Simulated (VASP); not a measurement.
TiC:

```
Ti C
1.0
     0.00000    2.19422    2.19422
     2.19422    0.00000    2.19422
     2.19422    2.19422    0.00000
Ti C
1 1
Direct
  0.00000 0.00000 0.00000
  0.50000 0.50000 0.50000
```

Base run:

- Program: VASP 6.6.1
- Functional: BLYP
- Potentials or basis: VASP PAW PBE potentials, release 64 (Ti_sv, C)
- Cutoff: 520 eV
- k mesh: 11 × 11 × 11
- Occupations: fermi-dirac, width 0.05 eV
- Spin: no spin polarisation

Its results: band gap on the k mesh zero (band 8 reaches 10.05 eV, above the bottom of band 9 at 8.99 eV); pressure -0.8 GPa.

**Question.** The run is repeated on the same cell with these changes: functional from BLYP to r2SCAN. What comes out?

**Answer.** Band gap on the k mesh zero (band 8 reaches 9.88 eV, above the bottom of band 9 at 8.57 eV); pressure -9.2 GPa.

Caveats: the PAW data sets were made with another functional, which shifts forces and pressure a little.
